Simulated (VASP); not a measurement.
# Pd (Im-3m) in VASP: a series of runs

Pd is run at these levels: LDA; tasks: single point, relaxation of cell and atoms.

Everything below comes from runs of VASP 6.6.1. Logs are shortened: lines on timing, memory, paths and dates and some standing lists are left out, and cuts for length are marked.

## (1) The cell of the first run

Symmetry: Im-3m, No. 229, cubic system. Conventional cell: a = 3.053 Å, b = 3.053 Å, c = 3.053 Å, α = 90.00°, β = 90.00°, γ = 90.00°. Pd (site symmetry m-3m) has 14 Pd at 2.64 to 3.05 Å within 3.5 Å.

## (2) Single point, LDA

Input file INCAR:

```
ALGO = Normal
EDIFF = 1E-6
ENCUT = 520
GGA = CA
ISIF = 2
ISMEAR = 1
LASPH = True
LCHARG = False
LREAL = False
LWAVE = False
NBANDS = 11
NELM = 80
PREC = Accurate
SIGMA = 0.1
```

Input file KPOINTS:

```
k-points
0
Gamma
  10 10 10
```

Input file POSCAR:

```
Pd
1.0
    1.5262839237      1.5262839237      1.5262839237
   -1.5262839237      1.5262839237      1.5262839237
   -1.5262839237     -1.5262839237      1.5262839237
Pd
1
Direct
    0.0000000000      0.0000000000      0.0000000000
```

Potentials or basis: VASP PAW LDA potentials, release 64 (Pd).

Started as:

```sh
$ cat potpaw_LDA.64/Pd/POTCAR > POTCAR
$ mpirun -np 1 vasp_std > vasp.out
```

OUTCAR:

```text
EDIFF = 1E-6
   ENCUT = 520
   GGA = CA
   ISIF = 2
   ISMEAR = 1
   LASPH = True
   LREAL = False
   NELM = 80
   PREC = Accurate

 ion  position               nearest neighbor table
   1  0.000  0.000  0.000-

  LATTYP: Found a body centered cubic cell.
 ALAT       =     3.0525678474

  Lattice vectors:

 A1 = (   1.5262839237,  -1.5262839237,  -1.5262839237)
 A2 = (   1.5262839237,   1.5262839237,   1.5262839237)
 A3 = (  -1.5262839237,  -1.5262839237,   1.5262839237)

Analysis of symmetry for initial positions (statically):
=====================================================================
 Subroutine PRICEL returns:
 Original cell was already a primitive cell.

 Routine SETGRP: Setting up the symmetry group for a
 body centered cubic supercell.

 Subroutine GETGRP returns: Found 48 space group operations
 (whereof 48 operations were pure point group operations)
 out of a pool of 48 trial point group operations.

The static configuration has the point symmetry O_h .

Analysis of symmetry for dynamics (positions and initial velocities):
=====================================================================
 Subroutine PRICEL returns:
 Original cell was already a primitive cell.

 Routine SETGRP: Setting up the symmetry group for a
 body centered cubic supercell.

 Subroutine GETGRP returns: Found 48 space group operations
 (whereof 48 operations were pure point group operations)
 out of a pool of 48 trial point group operations.

The dynamic configuration has the point symmetry O_h .

 Subroutine INISYM returns: Found 48 space group operations
 (whereof 48 operations are pure point group operations),
 and found     1 'primitive' translations

----------------------------------------------------------------------------------------

                                     Primitive cell

  volume of cell :      14.2222

  direct lattice vectors                    reciprocal lattice vectors
     1.526283924  1.526283924  1.526283924     0.327593046  0.000000000  0.327593046
    -1.526283924  1.526283924  1.526283924    -0.327593046  0.327593046  0.000000000
    -1.526283924 -1.526283924  1.526283924     0.000000000 -0.327593046  0.327593046

  length of vectors
     2.643601303  2.643601303  2.643601303     0.463286529  0.463286529  0.463286529

  position of ions in fractional coordinates (direct lattice)
     0.000000000  0.000000000  0.000000000

  ion indices of the primitive-cell ions
   primitive index   ion index
                 1           1

----------------------------------------------------------------------------------------

 KPOINTS: k-points

Automatic generation of k-mesh.
 Grid dimensions read from file:
 generate k-points for:   10   10   10

 Generating k-lattice:

  Cartesian coordinates                     Fractional coordinates (reciprocal lattice)
     0.032759305  0.000000000  0.032759305     0.100000000  0.000000000  0.000000000
    -0.032759305  0.032759305  0.000000000     0.000000000  0.100000000  0.000000000
     0.000000000 -0.032759305  0.032759305     0.000000000  0.000000000  0.100000000

  Length of vectors
     0.046328653  0.046328653  0.046328653

  Shift w.r.t. Gamma in fractional coordinates (k-lattice)
     0.000000000  0.000000000  0.000000000

 Subroutine IBZKPT returns following result:
 ===========================================

 Found     47 irreducible k-points:

 Following reciprocal coordinates:
            Coordinates               Weight
  0.000000  0.000000  0.000000      1.000000
  0.100000  0.000000  0.000000     12.000000
  0.200000  0.000000  0.000000     12.000000
  0.300000  0.000000  0.000000     12.000000
  0.400000  0.000000  0.000000     12.000000
  0.500000  0.000000  0.000000      6.000000
[... 16 lines left out ...]
  0.100000  0.300000  0.100000      8.000000
  0.500000  0.300000  0.100000     24.000000
 [... further k-points ...]
   k-points           NKPTS =     47   k-points in BZ     NKDIM =     47   number of bands    NBANDS=     11
   number of dos      NEDOS =    301   number of ions     NIONS =      1
   total plane-waves  NPLWV =   8000
   dimension x,y,z NGX =    20 NGY =   20 NGZ =   20
   dimension x,y,z NGXF=    40 NGYF=   40 NGZF=   40
   ions per type =               1
   NGX,Y,Z   is equivalent  to a cutoff of  12.58, 12.58, 12.58 a.u.
   NGXF,Y,Z  is equivalent  to a cutoff of  25.15, 25.15, 25.15 a.u.
 SYSTEM =  unknown system
   PREC   = accura    normal or accurate (medium, high low for compatibility)
   ISTART =      0    job   : 0-new  1-cont  2-samecut
   ICHARG =      2    charge: 1-file 2-atom 10-const
   ISPIN  =      1    spin polarized calculation?
   LNONCOLLINEAR =      F non collinear calculations
   LSORBIT =      F    spin-orbit coupling
   LASPH  =      T    aspherical Exc in radial PAW
   ENCUT  =  520.0 eV  38.22 Ry    6.18 a.u.   4.92  4.92  4.92*2*pi/ulx,y,z
   NELM   =     80;   NELMIN=  2; NELMDL= -5     # of ELM steps
   EDIFF  = 0.1E-05   stopping-criterion for ELM
   LREAL  =      F    real-space projection
   EDIFFG = 0.1E-04   stopping-criterion for IOM
   NSW    =      0    number of steps for IOM
   IBRION =     -1    ionic relax: 0-MD 1-quasi-New 2-CG
   NFREE  =      0    steps in history (QN), initial steepest desc. (CG)
   ISIF   =      2    stress and relaxation
   ISYM   =      2    0-nonsym 1-usesym 2-fastsym
   POTIM  = 0.5000    time-step for ionic-motion
   TEBEG  =    0.0;   TEEND  =   0.0 temperature during run
   PSTRESS=    0.0 pullay stress
   NELECT =      10.0000    total number of electrons
   NUPDOWN=      -1.0000    fix difference up-down
   EMIN   =  10.00;   EMAX   =-10.00  energy-range for DOS
   EFERMI =   0.00;   METHOD = LEGACY
   ISMEAR =     1;   SIGMA  =   0.10  broadening in eV -4-tet -1-fermi 0-gaus
   EFERMI_NEDOS =   21; number of points for ismear=-14 and -15
   IALGO  =     38    algorithm
   IMIX   =      4    mixing-type and parameters
     AMIX     =   0.40;   BMIX     =  1.00
     AMIX_MAG =   1.60;   BMIX_MAG =  1.00
  volume/ion in A,a.u.               =      14.22        95.98
  Fermi-wavevector in a.u.,A,eV,Ry     =   1.455748  2.750965 28.833493  2.119202
  Thomas-Fermi vector in A             =   2.572746
   LORBIT       =      0    0 simple, 1 ext, 2 COOP (PROOUT), +10 PAW based schemes
   GGA     = CA    functional components
   LHFCALC =     F    Hartree Fock is set to
   AEXX    =    0.0000 exact exchange contribution
   IVDW    =     0    specifies the selected vdW correction
   LEPSILON=     F    determine dielectric tensor
   LRPA    =     F    only Hartree local field effects (RPA)
 non-spin polarized calculation
 Methfessel and Paxton  Order N= 1 SIGMA  =   0.10
  energy-cutoff  :      520.00
  volume of cell :       14.22
 maximum number of plane-waves:       394
   NGX =  9   NGY =  9   NGZ =  9

 number of electron      10.0000000 magnetization

 number of electron       9.9999995 magnetization

 Free energy of the ion-electron system (eV)
  ---------------------------------------------------
  ext. energy  EPLUGINS =         0.00000000
  ---------------------------------------------------
  free energy    TOTEN  =        -6.43956048 eV

  energy without entropy =       -6.44008202  energy(sigma->0) =       -6.43973432

 E-fermi :  10.2283     XC(G=0): -13.7404

 val. band max:       10.1974831567   @ k =   0.4000   0.2000   0.2000
 cond. band min:      10.2850369958   @ k =   0.5000   0.4000   0.3000
 fundamental gap:      0.0875538391
 Fermi energy:        10.2282977697

 k-point     1 :       0.0000    0.0000    0.0000
  band No.  band energies     occupation
      1       2.7120      2.00000
      2       7.0299      2.00000
      3       7.0299      2.00000
      4       7.0299      2.00000
      5       9.1992      2.00000
      6       9.1992      2.00000
      7      29.6101      0.00000
      8      29.6101      0.00000
      9      29.6101      0.00000
     10      35.9442      0.00000
     11      38.6974      0.00000

 k-point     2 :       0.1000    0.0000    0.0000
  band No.  band energies     occupation
      1       3.1025      2.00000
      2       6.8928      2.00000
      3       7.0329      2.00000
      4       7.3195      2.00000
      5       9.0460      2.00000
      6       9.2100      2.00000
      7      29.4270      0.00000
      8      29.6527      0.00000
      9      30.1105      0.00000
     10      35.8873      0.00000
     11      36.2438      0.00000

 k-point     3 :       0.2000    0.0000    0.0000
  band No.  band energies     occupation
      1       4.0822      2.00000
      2       6.5501      2.00000
      3       7.0909      2.00000
      4       8.1328      2.00000
      5       8.8446      2.00000
      6       9.2518      2.00000
      7      27.7074      0.00000
      8      28.9459      0.00000
      9      31.4547      0.00000
     10      35.2448      0.00000
     11      35.3791      0.00000

 k-point     4 :       0.3000    0.0000    0.0000
  band No.  band energies     occupation
      1       4.7561      2.00000
      2       6.1549      2.00000
      3       7.9380      2.00000
      4       8.9060      2.00000
      5       9.2815      2.00000
      6       9.3320      2.00000
      7      24.1231      0.00000
      8      27.2737      0.00000
      9      31.8481      0.00000
     10      33.1935      0.00000
     11      35.3238      0.00000

 k-point     5 :       0.4000    0.0000    0.0000
  band No.  band energies     occupation
      1       4.6631      2.00000
      2       5.8549      2.00000
      3       9.0142      2.00000
      4       9.4219      2.00000
      5      10.0750      2.05232
      6      10.3815     -0.05242
      7      20.3918      0.00000
      8      25.8949      0.00000
      9      29.2785      0.00000
     10      34.6575      0.00000
     11      35.6189      0.00000

 k-point     6 :       0.5000    0.0000    0.0000
  band No.  band energies     occupation
      1       4.5499      2.00000
      2       5.7444      2.00000
      3       9.1134      2.00000
      4       9.4627      2.00000
      5      10.8603     -0.00000
      6      11.4876     -0.00000
      7      18.4340      0.00000
      8      25.3885      0.00000
      9      28.2945      0.00000
     10      35.2239      0.00000
     11      35.7226      0.00000

 k-point     7 :       0.2000    0.1000    0.0000
  band No.  band energies     occupation
      1       3.8117      2.00000
      2       6.7512      2.00000
      3       6.8606      2.00000
      4       7.9563      2.00000
      5       8.8253      2.00000
      6       9.2802      2.00000
      7      28.6781      0.00000
      8      29.3453      0.00000
      9      30.6514      0.00000
     10      34.3329      0.00000
     11      35.4241      0.00000

 k-point     8 :       0.3000    0.1000    0.0000
  band No.  band energies     occupation
      1       4.7893      2.00000
      2       6.4005      2.00000
      3       6.9432      2.00000
      4       8.7232      2.00000
      5       9.1024      2.00000
      6       9.4449      2.00000
      7      26.1392      0.00000
      8      27.6518      0.00000
      9      31.2913      0.00000
     10      32.2106      0.00000
     11      35.8750      0.00000
[... 141 lines left out ...]
 k-point    19 :       0.5000    0.1000    0.1000
  band No.  band energies     occupation
      1       4.8109      2.00000
      2       6.0644      2.00000
      3       8.2772      2.00000
      4       8.8140      2.00000
      5      10.8188     -0.00000
      6      12.9181      0.00000
      7      18.4269      0.00000
      8      25.8370      0.00000
      9      27.2069      0.00000
     10      35.4304      0.00000
     11      36.2567      0.00000

 k-point    20 :       0.3000    0.2000    0.1000
  band No.  band energies     occupation
      1       5.2594      2.00000
      2       6.7681      2.00000
      3       7.0224      2.00000
      4       8.0857      2.00000
      5       8.9286      2.00000
      6      10.0683      2.04614
      7      26.3929      0.00000
      8      26.7750      0.00000
      9      30.8997      0.00000
     10      31.6046      0.00000
     11      35.2448      0.00000

 k-point    21 :       0.4000    0.2000    0.1000
  band No.  band energies     occupation
      1       5.4644      2.00000
      2       6.4432      2.00000
      3       7.2349      2.00000
      4       8.4691      2.00000
      5       9.6992      2.00000
      6      11.6002     -0.00000
      7      22.6797      0.00000
      8      25.2328      0.00000
      9      29.3661      0.00000
     10      32.2520      0.00000
     11      35.7381      0.00000

 k-point    22 :       0.5000    0.2000    0.1000
  band No.  band energies     occupation
      1       5.2426      2.00000
      2       6.3619      2.00000
      3       7.4101      2.00000
      4       8.6931      2.00000
      5      10.3219     -0.03430
      6      13.9444      0.00000
      7      19.1947      0.00000
      8      24.1988      0.00000
      9      28.2322      0.00000
     10      33.7150      0.00000
     11      35.5256      0.00000

 k-point    23 :       0.1000    0.3000    0.1000
  band No.  band energies     occupation
      1       4.7122      2.00000
      2       6.4590      2.00000
      3       6.4590      2.00000
      4       9.0913      2.00000
      5       9.0913      2.00000
      6       9.1843      2.00000
      7      27.5937      0.00000
      8      27.5937      0.00000
      9      30.1033      0.00000
     10      31.5029      0.00000
     11      35.9946      0.00000

 k-point    24 :       0.5000    0.3000    0.1000
  band No.  band energies     occupation
      1       5.8053      2.00000
      2       6.1546      2.00000
      3       7.0474      2.00000
      4       8.8006      2.00000
      5       9.8496      2.00000
      6      14.2768      0.00000
      7      21.0481      0.00000
      8      21.7955      0.00000
      9      30.3151      0.00000
     10      31.4995      0.00000
     11      35.2119      0.00000

 [... further k-points ...]
[... 5 lines left out ...]
  --------------------------------------------------------------------------------------
  -------------------------------------------------------------------------------------
  Total        0.0247441      0.0247441      0.0247441     -0.0000000     -0.0000000     -0.0000000
  in kB        2.7875058      2.7875058      2.7875058     -0.0000000     -0.0000000     -0.0000000
  external PRESSURE =       2.7875058 kB  Pullay stress =       0.0000000 kB

 VOLUME and BASIS-vectors are now :
 -----------------------------------------------------------------------------
  energy-cutoff  :      520.00
  volume of cell :       14.22
      direct lattice vectors                 reciprocal lattice vectors
     1.526283924  1.526283924  1.526283924     0.327593046  0.000000000  0.327593046
    -1.526283924  1.526283924  1.526283924    -0.327593046  0.327593046  0.000000000
    -1.526283924 -1.526283924  1.526283924     0.000000000 -0.327593046  0.327593046

 POSITION                                       TOTAL-FORCE (eV/Angst)
 -----------------------------------------------------------------------------------
      0.00000      0.00000      0.00000         0.000000     -0.000000      0.000000
 -----------------------------------------------------------------------------------
    total drift:                                0.000000      0.000000      0.000000

  FREE ENERGIE OF THE ION-ELECTRON SYSTEM (eV)
  ---------------------------------------------------
  free  energy   TOTEN  =        -6.4395604765 eV

  energy  without entropy=       -6.4400820176  energy(sigma->0) =       -6.43973432
```

Run time: 4.2 s. Hardware: 1 thread of Intel Xeon Platinum 8124M at 3.00GHz (Skylake/Cascade Lake), shared host; peak memory 0.12 GiB.

What came out:

| Item | Value |
| --- | --- |
| Free energy | -6.4396 eV |
| Pressure | 0.3 GPa |
| Band gap on the k mesh | zero (band 5 reaches 10.86 eV, above the bottom of band 6 at 9.18 eV) |

## (3) Relaxation of cell and atoms, LDA

This run uses another cell than the first one, of 14.75 Å³/atom, 1.037 times its volume.

Input file INCAR:

```
SYSTEM = Pd
PREC     = Accurate       ! precision mode
ENCUT    = 600            ! plane-wave cutoff, eV
EDIFF    = 1E-7           ! SCF threshold, eV
ISMEAR   = 1              ! smearing method
SIGMA    = 0.1            ! smearing width, eV
LREAL    = .FALSE.        ! projectors in reciprocal space
LASPH    = .TRUE.         ! aspherical terms in the spheres
NELM     = 60             ! most SCF steps
ALGO     = Normal         ! electronic algorithm
ISIF     = 3              ! what is computed and relaxed
LWAVE    = .FALSE.        ! write WAVECAR
LCHARG   = .FALSE.        ! write CHGCAR
GGA      = CA             ! functional
IBRION   = 2              ! ionic algorithm
NSW      = 80             ! ionic steps
EDIFFG   = -0.01          ! ionic threshold
```

Input file KPOINTS:

```
Automatic mesh
0
G
  10 10 10
  0 0 0
```

Input file POSCAR:

```
Pd
1.0
    1.5450000000      1.5450000000      1.5450000000
   -1.5450000000      1.5450000000      1.5450000000
   -1.5450000000     -1.5450000000      1.5450000000
Pd
1
Direct
    0.0000000000      0.0000000000      0.0000000000
```

Potentials or basis: VASP PAW LDA potentials, release 64 (Pd).

Started as:

```sh
$ cat potpaw_LDA.64/Pd/POTCAR > POTCAR
$ mpirun -np 1 vasp_std > vasp.out
```

It took 13 s on 1 thread of Intel Xeon Platinum 8124M at 3.00GHz (Skylake/Cascade Lake), shared host; peak memory 0.14 GiB.

Results (log left out):

```
Free energy                            : -6.4399 eV
Relaxed volume                         : 14.24 Å³/atom
Relaxed cell                           : a = 2.645 Å, b = 2.645 Å, c = 2.645 Å, α = 70.53°, β = 109.47°, γ = 70.53°
Space group after relaxing (to 0.05 Å) : Im-3m (No. 229)
Energy gained by relaxing              : 12.0 meV/atom
Ionic steps                            : 4
Pressure after relaxing                : 0.0 GPa
Band gap on the k mesh                 : zero (band 5 reaches 10.84 eV, above the bottom of band 6 at 9.16 eV)
```

Step by step:
| step | energy change (eV) | largest force (eV/Å) | pressure (GPa) | volume (Å³) |
| --- | --- | --- | --- | --- |
| 1 | 0.0000 | 0.0000 | -7.19 | 14.75 |
| 2 | 0.0292 | 0.0000 | 16.43 | 13.38 |
| 3 | -0.0120 | 0.0000 | -0.15 | 14.25 |
| 4 | -0.0120 | 0.0000 | -0.01 | 14.24 |

Final structure:
```yaml
crystal:
  lattice:
    - [1.52689, 1.52689, 1.52689]
    - [-1.52689, 1.52689, 1.52689]
    - [-1.52689, -1.52689, 1.52689]
  atoms:
    - { symbol: Pd, position: [0.00000, 0.00000, 0.00000] }
```

Levels at points of the mesh, in eV from the Fermi level:
| k point | band 2 | band 3 | band 4 | band 5 | band 6 | band 7 | band 8 | band 9 |
| --- | --- | --- | --- | --- | --- | --- | --- | --- |
| (0.00, 0.00, 0.00) | -3.19 | -3.19 | -3.19 | -1.03 | -1.03 | 19.38 | 19.38 | 19.38 |
| (0.50, 0.00, 0.00) | -4.48 | -1.11 | -0.76 | 0.63 | 1.26 | 8.20 | 15.16 | 18.05 |
| (0.50, 0.50, 0.50) | -5.60 | 0.21 | 0.21 | 0.21 | 9.25 | 9.25 | 9.25 | 18.21 |
